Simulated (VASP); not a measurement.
# CrO2 (P4_2/mnm) in VASP: notebook, part 2 of 2

VASP 6.6.1. The steps go on from the part before.

## (4) Single point, PBEsol, collinear spin, ferrimagnetic start

This run uses another cell than the first one, of 9.50 Å³/atom.

Contents of INCAR:

```
ALGO = Normal
EDIFF = 1E-7
ENCUT = 520
GGA = PS
ISIF = 2
ISMEAR = -1
ISPIN = 2
LASPH = True
LCHARG = True
LELF = True
LMAXMIX = 4
LORBIT = 11
LREAL = False
LVHAR = True
LWAVE = False
MAGMOM = 3 -1.5 0 0 0 0
NBANDS = 37
NELM = 150
PREC = Accurate
SIGMA = 0.05
```

Contents of KPOINTS:

```
k-points
0
Gamma
  6 6 9
```

Contents of POSCAR:

```
CrO2
1.0
    4.4210000000      0.0000000000      0.0000000000
    0.0000000000      4.4210000000      0.0000000000
    0.0000000000      0.0000000000      2.9170000000
Cr O
2 4
Direct
    0.5000000000      0.5000000000      0.5000000000
    0.0000000000      0.0000000000      0.0000000000
    0.8010000000      0.1990000000      0.5000000000
    0.6990000000      0.6990000000      0.0000000000
    0.1990000000      0.8010000000      0.5000000000
    0.3010000000      0.3010000000      0.0000000000
```

Launch:

```console
cat potpaw_PBE.64/Cr_pv/POTCAR potpaw_PBE.64/O/POTCAR > POTCAR
mpirun -np 1 vasp_std > vasp.out
```

Run time: 4.1 min. Hardware: 1 thread of Intel Xeon 6975P-C (Granite Rapids), shared host; peak memory 0.34 GiB.

The run converged. Its results:

- Free energy: -52.4353 eV
- Pressure: -7.8 GPa
- Largest force: 0.424 eV/Å
- Net moment: 2.41 μB per cell
- Site moments: Cr +2.08, +0.41; O -0.06, -0.02 (each value once) μB
- Valence electrons inside the program's atomic spheres: Cr 10.89, 10.88; O 5.00, 5.01 (each value once)

Forces in eV/Å, atoms in the order of the input:
```
Cr   0.000  0.000  0.000
Cr   0.000  0.000  0.000
O    0.300 -0.300  0.000
O    0.064  0.064  0.000
O   -0.300  0.300  0.000
O   -0.064 -0.064  0.000
```

Stress tensor (GPa, compression positive):
```
 -5.21  -2.12   0.00
 -2.12  -5.21   0.00
  0.00   0.00 -13.08
```

Levels at points of the mesh, in eV from the Fermi level:
Spin up:
```tsv
k point	band 23	band 24	band 25	band 26	band 27	band 28
(0.00, 0.00, 0.00)	-1.22	-1.15	-1.03	-0.85	-0.46	1.25
(0.50, 0.00, 0.00)	-0.85	-0.33	-0.21	0.08	0.25	0.49
(0.50, 0.50, 0.00)	-1.50	-1.12	-1.00	-0.63	0.79	0.99
```
Spin down:
| k point | band 21 | band 22 | band 23 | band 24 | band 25 | band 26 |
| --- | --- | --- | --- | --- | --- | --- |
| (0.00, 0.00, 0.00) | -1.55 | -1.06 | -0.77 | 0.19 | 0.20 | 0.74 |
| (0.50, 0.00, 0.00) | -1.90 | -1.88 | -0.31 | 0.80 | 1.05 | 1.42 |
| (0.50, 0.50, 0.00) | -2.51 | -2.40 | -0.84 | 0.21 | 0.60 | 0.99 |

Caveat: the stress differs along the axes, from -13 to -5 GPa; the PAW data sets were made with another functional, which shifts forces and pressure a little; semilocal functionals often make such compounds metallic where correlation or magnetic order opens a gap, which also shifts bond lengths. With open d or f shells a metallic result of PBEsol can be an artefact of self-interaction; +U or a hybrid may open a gap.

## (5) Single point, PBEsol, collinear spin, ferromagnetic start

This run uses another cell than the first one, of 9.50 Å³/atom.

Contents of INCAR:

```
SYSTEM = CrO2
  PREC = Accurate
  ENCUT = 520
  EDIFF = 1E-6
  ISMEAR = -1
  SIGMA = 0.05
  LREAL = .False.
  LASPH = .True.
  NELM = 150
  ALGO = Normal
  ISIF = 2
  LWAVE = .False.
  LCHARG = .False.
  ISPIN = 2
  MAGMOM = 1.62 1.3 0 0 0 0
  LORBIT = 11
  LMAXMIX = 4
  GGA = PS
  NBANDS = 37
```

Contents of KPOINTS:

```
regular mesh
0
Gamma
  6 6 9
  0 0 0
```

POSCAR is that of step 4.

Launch:

```console
cat potpaw_PBE.64/Cr_pv/POTCAR potpaw_PBE.64/O/POTCAR > POTCAR
mpirun -np 1 vasp_std > vasp.out
```

It took 2 min on 1 thread of Intel Xeon 6975P-C (Granite Rapids), shared host; peak memory 0.32 GiB.

Results (log left out):

| Item | Value |
| --- | --- |
| Free energy | -53.0175 eV |
| Pressure | -5.9 GPa |
| Largest force | 0.329 eV/Å |
| Band gap on the k mesh | zero (filled and empty bands overlap) |
| Net moment | 4.00 μB per cell |
| Site moments | Cr +2.08; O -0.07 μB |
| Valence electrons inside the program's atomic spheres | Cr 10.87; O 5.01 |

Forces on the atoms (eV/Å):
```
Cr   0.000  0.000  0.000
Cr   0.000  0.000  0.000
O    0.232 -0.232  0.000
O   -0.232 -0.232  0.000
O   -0.232  0.232  0.000
O    0.232  0.232  0.000
```

Stress tensor (GPa, compression positive):
```
-5.12  0.00  0.00
 0.00 -5.12  0.00
 0.00  0.00 -7.39
```

Levels at points of the mesh, in eV from the Fermi level:
Spin up:
```tsv
k point	band 22	band 23	band 24	band 25	band 26	band 27	band 28	band 29	band 30	band 31
(0.00, 0.00, 0.00)	-1.27	-1.27	-1.18	-1.15	-1.15	-0.66	1.09	1.19	3.64	3.64
(0.50, 0.00, 0.00)	-1.64	-0.81	-0.81	-0.28	-0.28	0.31	0.31	3.30	3.30	3.30
(0.50, 0.50, 0.00)	-2.22	-1.52	-1.52	-1.13	-1.13	0.89	0.89	2.72	2.72	3.62
```
Spin down:
```tsv
k point	band 20	band 21	band 22	band 23	band 24	band 25
(0.00, 0.00, 0.00)	-1.40	-1.40	-0.92	0.80	0.81	1.08
(0.50, 0.00, 0.00)	-2.95	-1.74	-1.74	1.45	1.45	1.73
(0.50, 0.50, 0.00)	-2.58	-2.28	-2.28	0.82	0.82	1.11
```

Caveat: the cell stands under tension; the PAW data sets were made with another functional, which shifts forces and pressure a little; semilocal functionals often make such compounds metallic where correlation or magnetic order opens a gap, which also shifts bond lengths; the run started ferromagnetic, and an antiferromagnetic order may lie lower in energy. With open d or f shells a metallic result of PBEsol can be an artefact of self-interaction; +U or a hybrid may open a gap.

## (6) Summary

```tsv
spin	cell	gap on the mesh (eV)	pressure (GPa)	moment (μB)	largest force (eV/Å)
collinear, ferromagnetic start	a = 4.391, b = 4.391, c = 2.897 Å, 6 atoms	none	-0.8	4.00	0.29
collinear, ferromagnetic start	a = 4.421, b = 4.421, c = 2.917 Å, 6 atoms	none	-5.9	4.00	0.33
collinear, ferrimagnetic start	a = 4.421, b = 4.421, c = 2.917 Å, 6 atoms	none	-7.8	2.41	0.42
```

Alike in all rows: task single point; level PBEsol; potentials or basis VASP PAW PBE potentials, release 64 (Cr_pv, O); k mesh 6 × 6 × 9; cutoff (eV) 520; smearing fermi-dirac 0.05 eV.

Caveats: the PAW data sets were made with another functional, which shifts forces and pressure a little; semilocal functionals often make such compounds metallic where correlation or magnetic order opens a gap, which also shifts bond lengths; the run started ferromagnetic, and an antiferromagnetic order may lie lower in energy (at least some runs); the cell stands under tension (at least some runs); the stress differs along the axes, from -13 to -5 GPa (at least some runs).

Total energies depend on the potentials used, so only differences within one code and one set of settings carry meaning.
